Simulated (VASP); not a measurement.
A run of VASP 6.6.1 is set up as follows.

File INCAR:

```
SYSTEM = Pb
PREC = Accurate
ENCUT = 500
EDIFF = 1E-6
ISMEAR = -1
SIGMA = 0.05
LREAL = .FALSE.
LASPH = .TRUE.
NELM = 120
ALGO = Normal
ISIF = 2
LWAVE = .FALSE.
LCHARG = .FALSE.
GGA = PE
NBANDS = 13
GGA_COMPAT = .FALSE.
```

Contents of KPOINTS:

```
Automatic mesh
0
G
  12 12 12
  0 0 0
```

Contents of POSCAR:

```
Pb
1.0
    0.0000000000      2.4490443969      2.4490443969
    2.4490443969      0.0000000000      2.4490443969
    2.4490443969      2.4490443969      0.0000000000
Pb
1
Direct
    0.0000000000      0.0000000000      0.0000000000
```

Potentials or basis: VASP PAW PBE potentials, release 64 (Pb_d).

Command:

```bash
$ cat potpaw_PBE.64/Pb_d/POTCAR > POTCAR
$ mpirun -np 1 vasp_std > vasp.out
```

Question: What does it give for the pressure?

Answer: 4.3 GPa.

Question: Predict the band gap on the k mesh.

Answer: Zero (band 7 reaches 15.32 eV, above the bottom of band 8 at 6.03 eV).

Caveat: spin-orbit coupling is left out, which moves the levels of the heavy elements.
